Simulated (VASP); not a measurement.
Sc2GaP3, 6 atoms in the cell. Symmetry: P4/mmm, No. 123, tetragonal system. The conventional cell has a = 4.535 Å, b = 4.535 Å, c = 6.205 Å, α = 90.00°, β = 90.00°, γ = 90.00°. Sc (site symmetry 4mm) has 8 P at 2.71 to 3.53 Å and 2 Sc at 2.96 to 3.25 Å and 4 Ga at 3.59 Å within 3.6 Å. Ga (site symmetry 4/mmm) has 10 P at 3.10 to 3.84 Å and 8 Sc at 3.59 Å within 4.1 Å. Within 3.0 Å of P (site symmetry mmm) lie 2 P at 2.27 Å and 4 Sc at 2.71 Å. P (site symmetry 4/mmm) has 4 P at 2.27 Å and 2 Ga at 3.10 Å within 3.2 Å. The cell was generated, and may not be a known phase.

| Property | Result |
| --- | --- |
| Program | VASP 6.6.1 |
| Task | single point |
| Functional | PBE |
| Potentials or basis | VASP PAW PBE potentials, release 64 (Sc_sv, Ga_d, P) |
| Cutoff | 520 eV |
| k mesh | 4 × 4 × 4 |
| Occupations | gaussian, width 0.1 eV |
| Spin | collinear spin |
| Starting moments | [1.0, 1.0, 0.0, 0.0, 0.0, 0.0] μB |
| Dipole correction | no |
| Further INCAR settings | ALGO = Normal; EDIFF = 1e-06; NBANDS = 38 |

Potentials or basis: VASP PAW PBE potentials, release 64 (Sc_sv, Ga_d, P).

Run with:

```console
$ cat potpaw_PBE.64/Sc_sv/POTCAR potpaw_PBE.64/Ga_d/POTCAR potpaw_PBE.64/P/POTCAR > POTCAR
$ mpirun -np 1 vasp_std > vasp.out
```

Hardware: 1 thread of Intel Xeon 8259CL, on a shared host.

Estimate the wall time of this run.

It took 3.7 min on 1 thread of Intel Xeon 8259CL, with other jobs on the host, peak memory 0.33 GiB. Counts: scf iterations 20, k points 18.
